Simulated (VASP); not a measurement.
# ZnS (P3m1) in VASP: a series of runs, part 2 of 2

VASP 6.6.1.

## Step 4: Single point, PBE (the distance across one plane changed)

Input file INCAR:

```
SYSTEM = ZnS
PREC = Accurate
ENCUT = 520
EDIFF = 1E-7
ISMEAR = 0
SIGMA = 0.05
LREAL = .FALSE.
LASPH = .TRUE.
NELM = 80
ALGO = Normal
ISIF = 2
LWAVE = .FALSE.
LCHARG = .FALSE.
GGA = PE
NBANDS = 46
```

Input file KPOINTS:

```
regular mesh
0
G
  8 8 2
  0 0 0
```

Input file POSCAR:

```
ZnS
1.0
   -3.8467234434      0.0000000000      0.0000000000
   -1.9233617217     -3.3313602233      0.0000000000
    0.0000000000      0.0000000000     15.5902250239
Zn S
4 4
Direct
    0.0000000000      0.0000000000      0.5299692292
    0.0000000000      0.0000000000      0.1261833633
    0.3333333333      0.3333333333      0.7318413001
    0.6666666667      0.6666666667      0.3280554341
    0.0000000000      0.0000000000      0.6811784361
    0.0000000000      1.0000000000      0.2773925702
    0.3333333333      0.3333333333      0.0757788500
    0.6666666667      0.6666666667      0.4795647160
```

Potentials or basis: VASP PAW PBE potentials, release 64 (Zn, S).

Command:

```bash
cat potpaw_PBE.64/Zn/POTCAR potpaw_PBE.64/S/POTCAR > POTCAR
mpirun -np 1 vasp_std > vasp.out
```

OUTCAR:

```text
SYSTEM = ZnS
   PREC = Accurate
   ENCUT = 520
   EDIFF = 1E-7
   ISMEAR = 0
   LREAL = .FALSE.
   LASPH = .TRUE.
   NELM = 80
   ISIF = 2
   GGA = PE

 ion  position               nearest neighbor table
   1  0.000  0.000  0.530-   8 2.36   8 2.36   8 2.36   5 2.36
   2  0.000  0.000  0.126-   7 2.36   7 2.36   7 2.36   6 2.36
   3  0.333  0.333  0.732-   5 2.36   5 2.36   5 2.36
   4  0.667  0.667  0.328-   6 2.36   6 2.36   6 2.36   8 2.36
   5  0.000  0.000  0.681-   3 2.36   3 2.36   3 2.36   1 2.36
   6  0.000  0.000  0.277-   4 2.36   4 2.36   4 2.36   2 2.36
   7  0.333  0.333  0.076-   2 2.36   2 2.36   2 2.36
   8  0.667  0.667  0.480-   1 2.36   1 2.36   1 2.36   4 2.36

  LATTYP: Found a hexagonal cell.
 ALAT       =     3.8467234434
 C/A-ratio  =     4.0528582970

  Lattice vectors:

 A1 = (   1.9233617217,   3.3313602233,   0.0000000000)
 A2 = (  -3.8467234434,   0.0000000000,   0.0000000000)
 A3 = (   0.0000000000,   0.0000000000,  15.5902250239)

Analysis of symmetry for initial positions (statically):
=====================================================================
 Subroutine PRICEL returns:
 Original cell was already a primitive cell.

 Routine SETGRP: Setting up the symmetry group for a
 hexagonal supercell.

 Subroutine GETGRP returns: Found  6 space group operations
 (whereof  6 operations were pure point group operations)
 out of a pool of 24 trial point group operations.

The static configuration has the point symmetry C_3v.

Analysis of symmetry for dynamics (positions and initial velocities):
=====================================================================
 Subroutine PRICEL returns:
 Original cell was already a primitive cell.

 Routine SETGRP: Setting up the symmetry group for a
 hexagonal supercell.

[... 133 lines left out ...]
  Fermi-wavevector in a.u.,A,eV,Ry     =   1.165013  2.201555 18.466572  1.357255
  Thomas-Fermi vector in A             =   2.301544
   LORBIT       =      0    0 simple, 1 ext, 2 COOP (PROOUT), +10 PAW based schemes
   GGA     = PE    functional components
   LHFCALC =     F    Hartree Fock is set to
   AEXX    =    0.0000 exact exchange contribution
   IVDW    =     0    specifies the selected vdW correction
   LEPSILON=     F    determine dielectric tensor
   LRPA    =     F    only Hartree local field effects (RPA)
 non-spin polarized calculation
 Gauss-broadening in eV      SIGMA  =   0.05
  energy-cutoff  :      520.00
  volume of cell :      199.79
 maximum number of plane-waves:      5418
 NGX is ok and might be reduce to    30
   NGX = 15   NGY = 15   NGZ = 57

 number of electron      72.0000046 magnetization

 Free energy of the ion-electron system (eV)
  ---------------------------------------------------
  ext. energy  EPLUGINS =         0.00000000
  ---------------------------------------------------
  free energy    TOTEN  =       -25.56730096 eV

  energy without entropy =      -25.56419957  energy(sigma->0) =      -25.56575026

 E-fermi :   1.5669     XC(G=0):  -8.2562

 val. band max:        1.5335469242   @ k =   0.1250   0.0000   0.5000
 cond. band min:       1.5914334556   @ k =   0.1250   0.0000   0.5000
 fundamental gap:      0.0578865313
 Fermi energy:         1.5668941643

 k-point     1 :       0.0000    0.0000    0.0000
  band No.  band energies     occupation
      1     -13.6382      2.00000
      2     -12.5561      2.00000
      3     -11.4658      2.00000
      4     -10.1632      2.00000
      5      -7.2847      2.00000
      6      -7.2846      2.00000
[... 969 lines left out ...]
     45       7.5577      0.00000
     46       7.6631      0.00000

------------------------ aborting loop because EDIFF is reached ----------------------------------------

  FORCE on cell =-STRESS in cart. coord.  units (eV):
  Direction    XX          YY          ZZ          XY          YZ          ZX
  --------------------------------------------------------------------------------------
  -------------------------------------------------------------------------------------
  Total       -1.2304956     -1.2304956      1.2586956     -0.0000000      0.0000000      0.0000000
  in kB       -9.8679219     -9.8679219     10.0940709     -0.0000000      0.0000000      0.0000000
  external PRESSURE =      -3.2139243 kB  Pullay stress =       0.0000000 kB

 VOLUME and BASIS-vectors are now :
 -----------------------------------------------------------------------------
  energy-cutoff  :      520.00
  volume of cell :      199.79
      direct lattice vectors                 reciprocal lattice vectors
    -3.846723443  0.000000000  0.000000000    -0.259961501  0.150088843  0.000000000
    -1.923361722 -3.331360223  0.000000000     0.000000000 -0.300177685  0.000000000
     0.000000000  0.000000000 15.590225024     0.000000000  0.000000000  0.064142756

 POSITION                                       TOTAL-FORCE (eV/Angst)
 -----------------------------------------------------------------------------------
      0.00000      0.00000      8.26234        -0.000000     -0.000000     -0.717649
      0.00000      0.00000      1.96723         0.000000      0.000000     -0.583751
     -1.92336     -1.11045     11.40957         0.000000     -0.000000     -0.584494
     -3.84672     -2.22091      5.11446        -0.000000      0.000000     -0.695148
      0.00000      0.00000     10.61973         0.000000      0.000000      1.155812
      0.00000      0.00000      4.32461        -0.000000     -0.000000      0.742766
     -1.92336     -1.11045      1.18141        -0.000000     -0.000000      0.008189
     -3.84672     -2.22091      7.47652        -0.000000     -0.000000      0.674274
 -----------------------------------------------------------------------------------
    total drift:                               -0.000000     -0.000000     -0.000164

  FREE ENERGIE OF THE ION-ELECTRON SYSTEM (eV)
  ---------------------------------------------------
  free  energy   TOTEN  =       -25.5673009640 eV

  energy  without entropy=      -25.5641995654  energy(sigma->0) =      -25.56575026
```

OSZICAR:

```text
N       E                     dE             d eps       ncg     rms          rms(c)
DAV:   1     0.577279526513E+03    0.57728E+03   -0.32649E+04  1840   0.175E+03
[... 27 lines left out ...]
DAV:  29    -0.255673028297E+02   -0.13449E-05   -0.10076E-05  2580   0.300E-02    0.224E-02
DAV:  30    -0.255673064629E+02   -0.36331E-05   -0.69976E-06  2370   0.158E-02    0.419E-02
DAV:  31    -0.255673043445E+02    0.21184E-05   -0.13974E-06  2298   0.109E-02    0.347E-02
DAV:  32    -0.255673020375E+02    0.23069E-05   -0.23901E-06  2492   0.106E-02    0.200E-02
DAV:  33    -0.255673016501E+02    0.38742E-06   -0.50049E-07  2042   0.378E-03    0.174E-02
DAV:  34    -0.255673009361E+02    0.71405E-06   -0.17827E-06  2546   0.110E-02    0.346E-03
DAV:  35    -0.255673009640E+02   -0.27937E-07   -0.48099E-07  2010   0.367E-03
   1 F= -.25567301E+02 E0= -.25565750E+02  d E =-.310140E-02
```

Wall time 5.5 min (1 thread of AMD EPYC 9R45 (Zen 5), shared host); peak memory 0.35 GiB.

Results:

| Quantity | Value |
| --- | --- |
| Free energy | -25.5673 eV |
| Pressure | -0.3 GPa |
| Largest force | 1.156 eV/Å |
| Band gap on the k mesh | zero (bands 36 and 37 overlap by 0.18 eV) |

Forces in eV/Å, atoms in the order of the input:
```
Zn   0.000  0.000 -0.718
Zn   0.000  0.000 -0.584
Zn   0.000  0.000 -0.584
Zn   0.000  0.000 -0.695
S    0.000  0.000  1.156
S    0.000  0.000  0.743
S    0.000  0.000  0.008
S    0.000  0.000  0.674
```

Stress tensor (GPa, compression positive):
```
-0.99  0.00  0.00
 0.00 -0.99  0.00
 0.00  0.00  1.01
```

Levels at points of the mesh, in eV from the Fermi level:
| k point | band 34 | band 35 | band 36 | band 37 | band 38 | band 39 |
| --- | --- | --- | --- | --- | --- | --- |
| (0.00, 0.00, 0.00) | -0.84 | -0.35 | 0.20 | 0.20 | 1.40 | 2.05 |
| (0.50, 0.00, 0.00) | -2.02 | -0.86 | -0.55 | 0.13 | 1.62 | 2.25 |
| (0.00, 0.00, 0.50) | -0.92 | -0.16 | 0.20 | 0.20 | 1.45 | 1.89 |
| (0.50, 0.00, 0.50) | -2.02 | -0.86 | -0.58 | 0.16 | 1.63 | 2.25 |

Caveat: the cell differs from its parent crystal (the distance across one plane changed); semilocal functionals underestimate gaps, so a narrow gap can read as zero; forces of over 1 eV/Å act on the atoms, so gaps and moduli don't describe the material at rest.

## Step 5: Single point, PBE (the distance across one plane changed)

Input file INCAR:

```
PREC = Accurate
ENCUT = 520
EDIFF = 1E-7
ISMEAR = 0
SIGMA = 0.05
LREAL = F
LASPH = T
NELM = 100
ALGO = Normal
ISIF = 2
LWAVE = F
LCHARG = T
GGA = PE
LELF = T
LVHAR = T
NBANDS = 46
```

Input file KPOINTS:

```
regular mesh
0
Gamma
  8 8 2
```

Input file POSCAR:

```
ZnS
1.0
   -3.8467234434      0.0000000000      0.0000000000
   -1.9233617217     -3.3313602233      0.0000000000
    0.0000000000      0.0000000000     17.0902250239
Zn S
4 4
Direct
    0.0000000000      0.0000000000      0.4834541106
    0.0000000000      0.0000000000      0.1151083163
    0.3333333333      0.3333333333      0.6676079767
    0.6666666667      0.6666666667      0.2992621824
    0.0000000000      0.0000000000      0.6213917655
    0.0000000000      1.0000000000      0.2530459712
    0.3333333333      0.3333333333      0.0691277805
    0.6666666667      0.6666666667      0.4374735748
```

Potentials or basis: VASP PAW PBE potentials, release 64 (Zn, S).

Command:

```bash
cat potpaw_PBE.64/Zn/POTCAR potpaw_PBE.64/S/POTCAR > POTCAR
mpirun -np 1 vasp_std > vasp.out
```

OUTCAR:

```text
PREC = Accurate
   ENCUT = 520
   EDIFF = 1E-7
   ISMEAR = 0
   LREAL = F
   LASPH = T
   NELM = 100
   ISIF = 2
   GGA = PE

 ion  position               nearest neighbor table
   1  0.000  0.000  0.483-   8 2.36   8 2.36   8 2.36   5 2.36
   2  0.000  0.000  0.115-   7 2.36   7 2.36   7 2.36   6 2.36
   3  0.333  0.333  0.668-   5 2.36   5 2.36   5 2.36
   4  0.667  0.667  0.299-   6 2.36   6 2.36   6 2.36   8 2.36
   5  0.000  0.000  0.621-   3 2.36   3 2.36   3 2.36   1 2.36
   6  0.000  0.000  0.253-   4 2.36   4 2.36   4 2.36   2 2.36
   7  0.333  0.333  0.069-   2 2.36   2 2.36   2 2.36
   8  0.667  0.667  0.437-   1 2.36   1 2.36   1 2.36   4 2.36

  LATTYP: Found a hexagonal cell.
 ALAT       =     3.8467234434
 C/A-ratio  =     4.4428005484

  Lattice vectors:

 A1 = (   1.9233617217,   3.3313602233,   0.0000000000)
 A2 = (  -3.8467234434,   0.0000000000,   0.0000000000)
 A3 = (   0.0000000000,   0.0000000000,  17.0902250239)

Analysis of symmetry for initial positions (statically):
=====================================================================
[... 185 lines left out ...]
 Fermi energy:         0.9025715513

 k-point     1 :       0.0000    0.0000    0.0000
  band No.  band energies     occupation
      1     -14.2247      2.00000
      2     -13.1085      2.00000
      3     -11.9862      2.00000
      4     -10.6706      2.00000
      5      -7.8778      2.00000
      6      -7.8778      2.00000
[... 969 lines left out ...]
     45       6.9266      0.00000
     46       7.1621      0.00000

------------------------ aborting loop because EDIFF is reached ----------------------------------------

  FORCE on cell =-STRESS in cart. coord.  units (eV):
  Direction    XX          YY          ZZ          XY          YZ          ZX
  --------------------------------------------------------------------------------------
  -------------------------------------------------------------------------------------
  Total       -1.4132504     -1.4132504      1.7882603     -0.0000000      0.0000000      0.0000000
  in kB      -10.3387813    -10.3387813     13.0822055     -0.0000000      0.0000000      0.0000000
  external PRESSURE =      -2.5317857 kB  Pullay stress =       0.0000000 kB

 VOLUME and BASIS-vectors are now :
 -----------------------------------------------------------------------------
  energy-cutoff  :      520.00
  volume of cell :      219.01
      direct lattice vectors                 reciprocal lattice vectors
    -3.846723443  0.000000000  0.000000000    -0.259961501  0.150088843  0.000000000
    -1.923361722 -3.331360223  0.000000000     0.000000000 -0.300177685  0.000000000
     0.000000000  0.000000000 17.090225024     0.000000000  0.000000000  0.058512980

 POSITION                                       TOTAL-FORCE (eV/Angst)
 -----------------------------------------------------------------------------------
      0.00000      0.00000      8.26234        -0.000000      0.000000     -0.731827
      0.00000      0.00000      1.96723         0.000000     -0.000000     -0.581139
     -1.92336     -1.11045     11.40957        -0.000000     -0.000000     -0.618588
     -3.84672     -2.22091      5.11446         0.000000     -0.000000     -0.713783
      0.00000      0.00000     10.61973        -0.000000     -0.000000      1.115006
      0.00000      0.00000      4.32461        -0.000000      0.000000      0.776157
     -1.92336     -1.11045      1.18141        -0.000000     -0.000000      0.062408
     -3.84672     -2.22091      7.47652        -0.000000     -0.000000      0.691764
 -----------------------------------------------------------------------------------
    total drift:                               -0.000000     -0.000000      0.010011

  FREE ENERGIE OF THE ION-ELECTRON SYSTEM (eV)
  ---------------------------------------------------
  free  energy   TOTEN  =       -25.4615340464 eV

  energy  without entropy=      -25.4589231428  energy(sigma->0) =      -25.46022859
```

OSZICAR:

```text
N       E                     dE             d eps       ncg     rms          rms(c)
[... 15 lines left out ...]
DAV:  16    -0.254616263051E+02    0.98868E-04   -0.22752E-04  2612   0.130E-01    0.276E-02
DAV:  17    -0.254616028884E+02    0.23417E-04   -0.91411E-05  2226   0.493E-02    0.208E-02
DAV:  18    -0.254615692894E+02    0.33599E-04   -0.42978E-05  2692   0.469E-02    0.150E-02
DAV:  19    -0.254615396761E+02    0.29613E-04   -0.88867E-05  2726   0.757E-02    0.744E-03
DAV:  20    -0.254615347236E+02    0.49525E-05   -0.25105E-05  2400   0.339E-02    0.409E-03
DAV:  21    -0.254615340077E+02    0.71588E-06   -0.91967E-06  2256   0.151E-02    0.258E-03
DAV:  22    -0.254615340673E+02   -0.59621E-07   -0.20203E-06  2202   0.747E-03    0.273E-03
DAV:  23    -0.254615340464E+02    0.20903E-07   -0.26061E-07  1704   0.317E-03
   1 F= -.25461534E+02 E0= -.25460229E+02  d E =-.261090E-02
```

stdout:

```text
POSCAR found type information on POSCAR ZnS
 POSCAR found :  2 types and       8 ions
 scaLAPACK will be used
 LDA part: xc-table for (Slater+PW92), standard interpolation
 POSCAR, INCAR and KPOINTS ok, starting setup
 FFT: planning ... GRIDC
 FFT: planning ... GRID_SOFT
 FFT: planning ... GRID
 WAVECAR not read
 entering main loop
```

Run time: 4.1 min. Hardware: 1 thread of AMD EPYC 9R45 (Zen 5), shared host; peak memory 0.37 GiB.

What came out:

- Free energy: -25.4615 eV
- Pressure: -0.3 GPa
- Largest force: 1.115 eV/Å
- Band gap on the k mesh: zero (bands 36 and 37 overlap by 0.31 eV)

Forces on the atoms (eV/Å):
```
Zn   0.000  0.000 -0.732
Zn   0.000  0.000 -0.581
Zn   0.000  0.000 -0.619
Zn   0.000  0.000 -0.714
S    0.000  0.000  1.115
S    0.000  0.000  0.776
S    0.000  0.000  0.062
S    0.000  0.000  0.692
```

Stress tensor (GPa, compression positive):
```
-1.03  0.00  0.00
 0.00 -1.03  0.00
 0.00  0.00  1.31
```

Caveat: the cell differs from its parent crystal (the distance across one plane changed); forces of over 1 eV/Å act on the atoms, so gaps and moduli don't describe the material at rest.

## Step 6: Overview

| cell | gap on the mesh (eV) | pressure (GPa) | largest force (eV/Å) |
| --- | --- | --- | --- |
| a = 3.847, b = 3.847, c = 14.090 Å, angles 90.0, 90.0, 60.0°, 8 atoms | none | -0.9 | 1.03 |
| a = 3.847, b = 3.847, c = 14.590 Å, angles 90.0, 90.0, 60.0°, 8 atoms | none | -0.6 | 1.12 |
| a = 3.847, b = 3.847, c = 15.590 Å, angles 90.0, 90.0, 60.0°, 8 atoms | none | -0.3 | 1.16 |
| a = 3.847, b = 3.847, c = 17.090 Å, angles 90.0, 90.0, 60.0°, 8 atoms | none | -0.3 | 1.12 |

Alike in all rows: task single point; level PBE; potentials or basis VASP PAW PBE potentials, release 64 (Zn, S); no spin polarisation; k mesh 8 × 8 × 2; cutoff (eV) 520; smearing gaussian 0.05 eV.

Caveats: forces of over 1 eV/Å act on the atoms, so gaps and moduli don't describe the material at rest; semilocal functionals underestimate gaps, so a narrow gap can read as zero (at least some runs).

Absolute energies hang on the potentials; compare differences alone.
